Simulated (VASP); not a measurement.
Set up this calculation in VASP 6.6.1, as the native input.

```
Task                   : single point
Functional             : PBEsol
Potentials or basis    : VASP PAW PBE potentials, release 64 (Ru_pv)
Cutoff                 : 520 eV
k mesh                 : 24 × 24 × 12
Occupations            : gaussian, width 0.1 eV
Spin                   : no spin polarisation
Dipole correction      : no
Further INCAR settings : ALGO = Fast; EDIFF = 1e-06; NBANDS = 21
```

The structure of Ru lies in POSCAR:

```
Ru
1.0
    2.7432708255      0.0000000000      0.0000000000
   -1.3716354127      2.3757422243      0.0000000000
    0.0000000000      0.0000000000      4.2009197320
Ru
2
Direct
    0.3333333333      0.6666666667      0.2500000000
    0.6666666667      0.3333333333      0.7500000000
```

This cell differs from its parent crystal: biaxial strain in the a-b plane: +2.0 %.

These files were run (other wordings do the same):

INCAR

```
PREC     = Accurate       # precision mode
ENCUT    = 520            # plane-wave cutoff, eV
EDIFF    = 1E-6           # SCF threshold, eV
ISMEAR   = 0              # smearing method
SIGMA    = 0.1            # smearing width, eV
LREAL    = False          # projectors in reciprocal space
LASPH    = True           # aspherical terms in the spheres
NELM     = 100            # most SCF steps
ALGO     = Fast           # electronic algorithm
ISIF     = 2              # what is computed and relaxed
LWAVE    = False          # write WAVECAR
LCHARG   = True           # write CHGCAR
GGA      = PS             # functional
LELF     = True           # ELF
LVHAR    = True         
NBANDS   = 21             # bands
```

KPOINTS

```
regular mesh
0
Gamma
  24 24 12
```

Potentials or basis: VASP PAW PBE potentials, release 64 (Ru_pv).

The run is started by

```sh
$ cat potpaw_PBE.64/Ru_pv/POTCAR > POTCAR
$ mpirun -np 1 vasp_std > vasp.out
```

Results of the run:

The pressure is -8.2 GPa and the band gap on the k mesh is zero (bands 14 and 15 overlap by 3.16 eV).

Caveat: the cell differs from its parent crystal (biaxial strain in the a-b plane: +2.0 %); the stress differs along the axes, from -12 to 0 GPa; the PAW data sets were made with another functional, which shifts forces and pressure a little.

Wall time 5.5 min on 1 thread of Intel Xeon 8259CL, on a shared host, peak memory 0.29 GiB.
